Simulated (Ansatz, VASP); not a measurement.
**As: VASP beside Ansatz**

File INCAR:

```
SYSTEM = As
  PREC = Accurate
  ENCUT = 400
  EDIFF = 1E-6
  ISMEAR = 0
  SIGMA = 0.02
  LREAL = .False.
  LASPH = .True.
  NELM = 120
  ALGO = Normal
  ISIF = 2
  LWAVE = .False.
  LCHARG = .False.
  LDIPOL = .True.
  IDIPOL = 3
  DIPOL = 0.5 0.5 0.500
  GGA = PE
  IVDW = 12
  NBANDS = 22
  GGA_COMPAT = .False.
  NELMDL = -8
```

File KPOINTS:

```
regular mesh
0
Gamma
  9 9 1
  0 0 0
```

File POSCAR:

```
As
1.0
    3.3480000000      0.0000000000      0.0000000000
   -1.6740000000      2.8994530519      0.0000000000
    0.0000000000      0.0000000000     28.5742413766
As
2
Direct
    0.3333333333      0.6666666667      0.4685555956
    0.6666666667      0.3333333333      0.5314444044
```

Input for Ansatz:

```yaml
crystal:
  lattice:
    - [3.348, 0.0, 0.0]
    - [-1.674, 2.8994530519, 0.0]
    - [0.0, 0.0, 28.5742413766]
  atoms:
    - { symbol: As, position: [0.3333333333, 0.6666666667, 0.4685555956] }
    - { symbol: As, position: [0.6666666667, 0.3333333333, 0.5314444044] }
  periodic: [true, true, false]
basis:
  ecutwfc: 420
kpoints:
  mp_grid: { grid: [9, 9, 1] }
hamiltonian:
  xc: pbe
  dispersion: d3bj
scf:
  occupations: { method: gaussian, width: 0.02 }
output:
  forces: true
  stress: true
  eigenvalues: true
```

Alike in both runs: task single point; functional PBE; dispersion D3(BJ); k mesh 9 × 9 × 1; occupations gaussian, width 0.02 eV; no spin polarisation.

```csv
,VASP,Ansatz
version,VASP 6.6.1,Ansatz 0.2.0
potentials or method,"VASP PAW PBE potentials, release 64 (As_d), cutoff 400 eV","scalar-relativistic, plane waves, PAW"
valence electrons in the cell,30,30
```

Ansatz gave:

* rms of the force components (eV/Å): 1.509

Q: Which values does VASP return?

A: rms of the force components (eV/Å): 1.502.

Atom by atom the forces differ by 0.007 eV/Å (rms over components).
